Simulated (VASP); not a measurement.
# Ge (Fd-3m) in VASP: further runs

The runs below take Ge through single point, relaxation of cell and atoms, with PBE+D3(BJ).

All numbers are computed with VASP 6.6.1; they aren't measurements. Logs are shortened: lines on timing, memory, paths and dates and some standing lists are left out, and cuts for length are marked.

**The experiment to reproduce.**

From “Electronic and optical properties of SixGe1-x-ySny alloys lattice-matched to Ge”, 2021, arxiv:2109.02782, for a bulk crystal of Ge at 293 K: band gap 0.666 eV (indirect).

How close the calculation comes is told below.

## (1) The cell of the first run

It takes space group Fd-3m (No. 227, cubic). Conventional cell: a = 5.699 Å, b = 5.699 Å, c = 5.699 Å, α = 90.00°, β = 90.00°, γ = 90.00°. Ge (site symmetry -43m) has 4 Ge at 2.47 Å within 3.3 Å.

## (2) Single point, PBE+D3(BJ)

INCAR reads:

```
  PREC = Accurate
  ENCUT = 520
  EDIFF = 1E-6
  ISMEAR = 0
  SIGMA = 0.1
  LREAL = F
  LASPH = T
  NELM = 80
  ALGO = Normal
  ISIF = 2
  LWAVE = F
  LCHARG = F
  GGA = PE
  IVDW = 12
  NBANDS = 21
```

KPOINTS reads:

```
regular mesh
0
Gamma
  14 14 14
```

POSCAR reads:

```
Ge
1.0
    0.0000000000      2.8496956745      2.8496956745
    2.8496956745      0.0000000000      2.8496956745
    2.8496956745      2.8496956745      0.0000000000
Ge
2
Direct
    0.0000000000      0.0000000000      0.0000000000
    0.2500000000      0.2500000000      0.2500000000
```

Potentials or basis: VASP PAW PBE potentials, release 64 (Ge_d).

Run with:

```console
$ cat potpaw_PBE.64/Ge_d/POTCAR > POTCAR
$ mpirun -np 1 vasp_std > vasp.out
```

OUTCAR:

```text
PREC = Accurate
   ENCUT = 520
   EDIFF = 1E-6
   ISMEAR = 0
   LREAL = F
   LASPH = T
   NELM = 80
   ISIF = 2
   GGA = PE
   IVDW = 12
 IVDW          = 12

 ion  position               nearest neighbor table
   1  0.000  0.000  0.000-   2 2.47   2 2.47   2 2.47   2 2.47
   2  0.250  0.250  0.250-   1 2.47   1 2.47   1 2.47   1 2.47

  LATTYP: Found a face centered cubic cell.
 ALAT       =     5.6993913490

  Lattice vectors:

 A1 = (   0.0000000000,   2.8496956745,   2.8496956745)
 A2 = (   2.8496956745,   0.0000000000,   2.8496956745)
 A3 = (   2.8496956745,   2.8496956745,   0.0000000000)

Analysis of symmetry for initial positions (statically):
=====================================================================
 Subroutine PRICEL returns:
 Original cell was already a primitive cell.

 Routine SETGRP: Setting up the symmetry group for a
 face centered cubic supercell.

 Subroutine GETGRP returns: Found 48 space group operations
 (whereof 24 operations were pure point group operations)
 out of a pool of 48 trial point group operations.

The static configuration has the point symmetry T_d .
 The point group associated with its full space group is O_h .

Analysis of symmetry for dynamics (positions and initial velocities):
=====================================================================
 Subroutine PRICEL returns:
 Original cell was already a primitive cell.

 Routine SETGRP: Setting up the symmetry group for a
 face centered cubic supercell.

 Subroutine GETGRP returns: Found 48 space group operations
 (whereof 24 operations were pure point group operations)
 out of a pool of 48 trial point group operations.

The dynamic configuration has the point symmetry T_d .
 The point group associated with its full space group is O_h .

 Subroutine INISYM returns: Found 48 space group operations
 (whereof 24 operations are pure point group operations),
 and found     1 'primitive' translations

----------------------------------------------------------------------------------------

                                     Primitive cell

  volume of cell :      46.2834

  direct lattice vectors                    reciprocal lattice vectors
     0.000000000  2.849695674  2.849695674    -0.175457332  0.175457332  0.175457332
     2.849695674  0.000000000  2.849695674     0.175457332 -0.175457332  0.175457332
[... 81 lines left out ...]
   LSORBIT =      F    spin-orbit coupling
   LASPH  =      T    aspherical Exc in radial PAW
   ENCUT  =  520.0 eV  38.22 Ry    6.18 a.u.   7.49  7.49  7.49*2*pi/ulx,y,z
   NELM   =     80;   NELMIN=  2; NELMDL= -5     # of ELM steps
   EDIFF  = 0.1E-05   stopping-criterion for ELM
   LREAL  =      F    real-space projection
   EDIFFG = 0.1E-04   stopping-criterion for IOM
   NSW    =      0    number of steps for IOM
   IBRION =     -1    ionic relax: 0-MD 1-quasi-New 2-CG
   NFREE  =      0    steps in history (QN), initial steepest desc. (CG)
   ISIF   =      2    stress and relaxation
   ISYM   =      2    0-nonsym 1-usesym 2-fastsym
   POTIM  = 0.5000    time-step for ionic-motion
   TEBEG  =    0.0;   TEEND  =   0.0 temperature during run
   PSTRESS=    0.0 pullay stress
   NELECT =      28.0000    total number of electrons
   NUPDOWN=      -1.0000    fix difference up-down
   EMIN   =  10.00;   EMAX   =-10.00  energy-range for DOS
   EFERMI =   0.00;   METHOD = LEGACY
   ISMEAR =     0;   SIGMA  =   0.10  broadening in eV -4-tet -1-fermi 0-gaus
   EFERMI_NEDOS =   21; number of points for ismear=-14 and -15
   IALGO  =     38    algorithm
   IMIX   =      4    mixing-type and parameters
     AMIX     =   0.40;   BMIX     =  1.00
     AMIX_MAG =   1.60;   BMIX_MAG =  1.00
  volume/ion in A,a.u.               =      23.14       156.17
  Fermi-wavevector in a.u.,A,eV,Ry     =   1.384583  2.616483 26.083326  1.917070
  Thomas-Fermi vector in A             =   2.509074
   LORBIT       =      0    0 simple, 1 ext, 2 COOP (PROOUT), +10 PAW based schemes
   GGA     = PE    functional components
   LHFCALC =     F    Hartree Fock is set to
   AEXX    =    0.0000 exact exchange contribution
   IVDW    =    12    specifies the selected vdW correction
   LEPSILON=     F    determine dielectric tensor
   LRPA    =     F    only Hartree local field effects (RPA)
 non-spin polarized calculation
 Gauss-broadening in eV      SIGMA  =   0.10
  energy-cutoff  :      520.00
  volume of cell :       46.28
 maximum number of plane-waves:      1267
 NGX is ok and might be reduce to    30
   NGX = 15   NGY = 15   NGZ = 15

 number of electron      28.0000004 magnetization

 Free energy of the ion-electron system (eV)
  ---------------------------------------------------
  ext. energy  EPLUGINS =         0.00000000
  ---------------------------------------------------
  free energy    TOTEN  =        -9.02744704 eV

  energy without entropy =       -9.02725835  energy(sigma->0) =       -9.02735270

 E-fermi :   4.8062     XC(G=0):  -9.8212

 val. band max:        4.7799489759   @ k =   0.0000   0.0000   0.0000
 cond. band min:       4.8985219468   @ k =   0.5000   0.0000   0.0000
 fundamental gap:      0.1185729709
 Fermi energy:         4.8062008571

 k-point     1 :       0.0000    0.0000    0.0000
  band No.  band energies     occupation
      1     -20.0051      2.00000
      2     -20.0051      2.00000
      3     -20.0051      2.00000
      4     -19.9706      2.00000
      5     -19.9706      2.00000
      6     -19.7716      2.00000
[... 565 lines left out ...]
     20      14.0268      0.00000
     21      14.5177      0.00000

 [... further k-points ...]

------------------------ aborting loop because EDIFF is reached ----------------------------------------

 Edisp (eV)   -0.58100

 E8    (eV) :    -0.2603

  FORCE on cell =-STRESS in cart. coord.  units (eV):
  Direction    XX          YY          ZZ          XY          YZ          ZX
  --------------------------------------------------------------------------------------
  -------------------------------------------------------------------------------------
  Total      -0.02561    -0.02561    -0.02561     0.00000    -0.00000     0.00000
  in kB      -0.88645    -0.88645    -0.88645     0.00000    -0.00000     0.00000
  external pressure =       -0.89 kB  Pullay stress =        0.00 kB

 VOLUME and BASIS-vectors are now :
 -----------------------------------------------------------------------------
  energy-cutoff  :      520.00
  volume of cell :       46.28
      direct lattice vectors                 reciprocal lattice vectors
     0.000000000  2.849695674  2.849695674    -0.175457332  0.175457332  0.175457332
     2.849695674  0.000000000  2.849695674     0.175457332 -0.175457332  0.175457332
     2.849695674  2.849695674  0.000000000     0.175457332  0.175457332 -0.175457332

 POSITION                                       TOTAL-FORCE (eV/Angst)
 -----------------------------------------------------------------------------------
      0.00000      0.00000      0.00000        -0.000000     -0.000000      0.000000
      1.42485      1.42485      1.42485         0.000000      0.000000     -0.000000
 -----------------------------------------------------------------------------------
    total drift:                                0.000000     -0.000000      0.000000

  FREE ENERGIE OF THE ION-ELECTRON SYSTEM (eV)
  ---------------------------------------------------
  free  energy   TOTEN  =        -9.6084469587 eV

  energy  without entropy=       -9.6082582660  energy(sigma->0) =       -9.60835261
```

Run time: 39 s. Hardware: 1 thread of Intel Xeon 6975P-C, shared host; peak memory 0.22 GiB.

What came out:

- Free energy: -9.6084 eV
- Pressure: -0.1 GPa
- Band gap on the k mesh: zero (filled and empty bands touch)
- Dispersion energy per atom: -0.290 eV

Caveat: pairwise dispersion overbinds metals, which lowers pressure and volume.

## (3) Relaxation of cell and atoms, PBE+D3(BJ)

This run uses another cell than the first one, of 22.64 Å³/atom, 0.978 times its volume.

INCAR reads:

```
PREC = Accurate
ENCUT = 600
EDIFF = 1E-6
ISMEAR = 0
SIGMA = 0.1
LREAL = F
LASPH = T
NELM = 100
ALGO = Normal
ISIF = 3
LWAVE = F
LCHARG = F
GGA = PE
IVDW = 12
IBRION = 2
NSW = 100
EDIFFG = -0.005
```

KPOINTS reads:

```
Automatic mesh
0
Gamma
  14 14 14
```

POSCAR reads:

```
Ge
1.0
    0.0000000000      2.8289100000      2.8289100000
    2.8289100000      0.0000000000      2.8289100000
    2.8289100000      2.8289100000      0.0000000000
Ge
2
Direct
    0.0000000000      0.0000000000      0.0000000000
    0.2500000000      0.2500000000      0.2500000000
```

Potentials or basis: VASP PAW PBE potentials, release 64 (Ge_d).

Run with:

```console
$ cat potpaw_PBE.64/Ge_d/POTCAR > POTCAR
$ mpirun -np 1 vasp_std > vasp.out
```

Wall time 2.5 min (1 thread of Intel Xeon 6975P-C, shared host); peak memory 0.25 GiB.

The run converged. Its results:

```yaml
Free_energy: -9.6086 eV
Relaxed_volume: 23.14 Å³/atom
Relaxed_cell: a = 4.030 Å, b = 4.030 Å, c = 4.030 Å, α = 60.00°, β = 60.00°, γ = 60.00°
Space_group_after_relaxing_to_0.05_Å: Fd-3m (No. 227)
Energy_gained_by_relaxing: 2.2 meV/atom
Ionic_steps: 4
Pressure_after_relaxing: 0.0 GPa
Band_gap_on_the_k_mesh: zero (filled and empty bands touch)
Dispersion_energy_per_atom: -0.291 eV
```

Step by step:
| step | energy change (eV) | largest force (eV/Å) | pressure (GPa) | volume (Å³) |
| --- | --- | --- | --- | --- |
| 1 | 0.0000 | 0.0000 | 1.41 | 45.28 |
| 2 | -0.0040 | 0.0000 | -0.11 | 46.60 |
| 3 | -0.0044 | 0.0000 | -0.15 | 46.39 |
| 4 | -0.0045 | 0.0000 | 0.00 | 46.28 |

Final structure:
```cif
data_structure
_symmetry_space_group_name_H-M 'P 1'
_symmetry_Int_Tables_number 1
_cell_length_a 4.0300
_cell_length_b 4.0300
_cell_length_c 4.0300
_cell_angle_alpha 60.000
_cell_angle_beta 60.000
_cell_angle_gamma 60.000
_cell_volume 46.28
loop_
_atom_site_label
_atom_site_type_symbol
_atom_site_fract_x
_atom_site_fract_y
_atom_site_fract_z
_atom_site_occupancy
Ge1 Ge 0.00000 0.00000 0.00000 1
Ge2 Ge 0.25000 0.25000 0.25000 1
```

Levels at points of the mesh, in eV from the Fermi level:
| k point | band 11 | band 12 | band 13 | band 14 | band 15 | band 16 | band 17 | band 18 |
| --- | --- | --- | --- | --- | --- | --- | --- | --- |
| (0.00, 0.00, 0.00) | -12.63 | -0.19 | -0.03 | -0.03 | -0.03 | 2.52 | 2.52 | 2.52 |
| (0.50, 0.00, 0.00) | -10.60 | -7.52 | -1.40 | -1.40 | 0.09 | 3.71 | 3.71 | 7.10 |
| (0.50, 0.50, 0.00) | -8.83 | -8.83 | -3.02 | -3.02 | 0.76 | 0.76 | 9.31 | 9.31 |

Caveat: pairwise dispersion overbinds metals, which lowers pressure and volume. Zero-point motion and thermal expansion aren't in these numbers.

## (4) How close it comes

Step 2. A measured gap of Ge is 0.666 eV (indirect; 293 K; “Electronic and optical properties of SixGe1-x-ySny alloys lattice-matched to Ge”, 2021, arxiv:2109.02782); the calculated 0.00 eV misses it by -0.67 eV. 3 values of this kind are on record (0.666 to 0.807 eV); this one was drawn at random among those near their median. Spin-orbit coupling on Ge is left out. The value is that of PBE+D3(BJ) on a finite k mesh, which can miss the band edges, without temperature or zero-point motion. Semilocal functionals fall short of measured gaps as a rule.
